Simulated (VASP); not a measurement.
# Sb (C2/m) in VASP: notebook, part 2 of 2

VASP 6.6.1. Earlier steps stand in the parts before.

## 3. Electric field gradients, PBEsol (equal xy, yz and zx shear strains of +1 %)

The input, INCAR:

```
PREC     = Accurate       # precision mode
ENCUT    = 520            # plane-wave cutoff, eV
EDIFF    = 1E-8           # SCF threshold, eV
ISMEAR   = -1             # smearing method
SIGMA    = 0.05           # smearing width, eV
LREAL    = F              # projectors in reciprocal space
LASPH    = T              # aspherical terms in the spheres
NELM     = 60             # most SCF steps
ALGO     = Normal         # electronic algorithm
ISIF     = 2              # what is computed and relaxed
LWAVE    = F              # write WAVECAR
LCHARG   = F              # write CHGCAR
GGA      = PS             # functional
LEFG     = T            
NBANDS   = 8              # bands
```

The input, KPOINTS:

```
regular mesh
0
Gamma
  19 19 19
```

The input, POSCAR:

```
Sb
1.0
   -1.4850750000      1.5098750000      2.4800000000
    1.5098750000     -1.4850750000      2.4800000000
    1.5001250000      1.5001250000     -2.4649500000
Sb
1
Direct
    0.0000000000      0.0000000000      0.0000000000
```

Potentials or basis: VASP PAW PBE potentials, release 64 (Sb).

On the command line:

```
> cat potpaw_PBE.64/Sb/POTCAR > POTCAR
> mpirun -np 1 vasp_std > vasp.out
```

OUTCAR:

```text
PREC = Accurate
   ENCUT = 520
   EDIFF = 1E-8
   ISMEAR = -1
   LREAL = F
   LASPH = T
   NELM = 60
   ISIF = 2
   GGA = PS

 ion  position               nearest neighbor table
   1  0.000  0.000  0.000-

  Warning from LATTYP: Got some problem with cell dimensions!
  Tried to take original basis but could not verify dimensions!
  LATTYP: Found a base centered monoclinic cell.
 ALAT       =     4.2781726257
 B/A-ratio  =     0.9900252466
 C/A-ratio  =     0.7601816367
 COS(beta)  =    -0.6469803571

  Lattice vectors:

 A1 = (  -0.0150500000,  -3.0100000000,  -0.0150500000)
 A2 = (  -3.0100000000,  -0.0150500000,  -0.0150500000)
 A3 = (   1.5001250000,   1.5001250000,  -2.4649500000)

Analysis of symmetry for initial positions (statically):
=====================================================================
 Subroutine PRICEL returns:
 Original cell was already a primitive cell.
[... 449 lines left out ...]

 VOLUME and BASIS-vectors are now :
 -----------------------------------------------------------------------------
  energy-cutoff  :      520.00
  volume of cell :       22.47
      direct lattice vectors                 reciprocal lattice vectors
    -1.485075000  1.509875000  2.480000000    -0.002656047  0.331239344  0.199969987
     1.509875000 -1.485075000  2.480000000     0.331239344 -0.002656047  0.199969987
     1.500125000  1.500125000 -2.464950000     0.330589496  0.330589496 -0.003305895

 POSITION                                       TOTAL-FORCE (eV/Angst)
 -----------------------------------------------------------------------------------
      0.00000      0.00000      0.00000         0.000000      0.000000      0.000000
 -----------------------------------------------------------------------------------
    total drift:                                0.000000     -0.000000      0.000000

  FREE ENERGIE OF THE ION-ELECTRON SYSTEM (eV)
  ---------------------------------------------------
  free  energy   TOTEN  =        -4.1540261257 eV

  energy  without entropy=       -4.1493115953  energy(sigma->0) =       -4.15166886

 Electric field gradients (V/A^2)
---------------------------------------------------------------------
 ion       V_xx      V_yy      V_zz      V_xy      V_xz      V_yz
---------------------------------------------------------------------
   1     -18.194   -18.194    36.387     1.286    -3.658    -3.658
---------------------------------------------------------------------

 Electric field gradients after diagonalization (V/A^2)
 (convention: |V_zz| > |V_xx| > |V_yy|)
----------------------------------------------------------------------
 ion       V_xx      V_yy      V_zz     asymmetry (V_yy - V_xx)/ V_zz
----------------------------------------------------------------------
   1     -19.479   -17.405    36.885       0.056
----------------------------------------------------------------------

           NMR quadrupolar parameters

 Cq : quadrupolar parameter    Cq=e*Q*V_zz/h
 eta: asymmetry parameters     (V_yy - V_xx)/ V_zz
 Q  : nuclear electric quadrupole moment in mb (millibarn)
----------------------------------------------------------------------
 ion       Cq(MHz)       eta       Q (mb)
----------------------------------------------------------------------
   1       0.089       0.056       1.000
----------------------------------------------------------------------
```

OSZICAR:

```text
N       E                     dE             d eps       ncg     rms          rms(c)
DAV:   1     0.499230471846E+01    0.49923E+01   -0.17317E+03 29504   0.417E+02
DAV:   2    -0.407463842606E+01   -0.90669E+01   -0.87272E+01 41056   0.550E+01
DAV:   3    -0.416300739021E+01   -0.88369E-01   -0.88027E-01 34912   0.608E+00
DAV:   4    -0.416323960449E+01   -0.23221E-03   -0.23221E-03 44696   0.371E-01
DAV:   5    -0.416324001514E+01   -0.41065E-06   -0.41031E-06 36712   0.973E-03    0.238E+00
DAV:   6    -0.415748490752E+01    0.57551E-02   -0.90830E-04 39304   0.144E-01    0.141E+00
DAV:   7    -0.415403554345E+01    0.34494E-02   -0.20790E-03 33520   0.216E-01    0.293E-02
DAV:   8    -0.415402656811E+01    0.89753E-05   -0.46962E-05 41856   0.498E-02    0.696E-03
DAV:   9    -0.415402640589E+01    0.16222E-06   -0.71194E-07 40192   0.586E-03    0.327E-03
DAV:  10    -0.415402619312E+01    0.21277E-06   -0.26399E-08 40352   0.944E-04    0.584E-04
DAV:  11    -0.415402614184E+01    0.51279E-07   -0.18442E-09 24912   0.254E-04    0.656E-05
DAV:  12    -0.415402612442E+01    0.17421E-07   -0.10777E-10 17320   0.777E-05    0.178E-05
DAV:  13    -0.415402612575E+01   -0.13340E-08   -0.94019E-12 16016   0.253E-05
   1 F= -.41540261E+01 E0= -.41516689E+01  d E =-.471453E-02
```

Wall time 76 s (1 thread of Intel Xeon 6975P-C (Granite Rapids), shared host); peak memory 0.42 GiB.

What came out:

| Quantity | Value |
| --- | --- |
| Free energy | -4.1540 eV |
| Pressure | 15.4 GPa |
| Band gap on the k mesh | zero (an odd number of electrons rules out a gap without spin polarisation) |
| Largest electric field gradient by atom | Sb +36.9 V/Å² |

Levels at points of the mesh, in eV from the Fermi level:
| k point | band 1 | band 2 | band 3 | band 4 | band 5 | band 6 | band 7 |
| --- | --- | --- | --- | --- | --- | --- | --- |
| (0.00, 0.00, 0.00) | -14.57 | 6.41 | 6.70 | 6.80 | 10.11 | 10.44 | 11.15 |

Electric field gradients, principal values (V/Å²):
| atom | least | middle | greatest (by size) |
| --- | --- | --- | --- |
| 1 Sb | -17.405 | -19.479 | 36.885 |

Caveat: the cell differs from its parent crystal (equal xy, yz and zx shear strains of +1 %); the cell stands under pressure; without QUAD_EFG the Cq values of the log hold for a quadrupole moment of 1 mb, not for the nuclei; the PAW data sets were made with another functional, which shifts forces and pressure a little; spin-orbit coupling is left out, which moves the levels of the heavy elements.
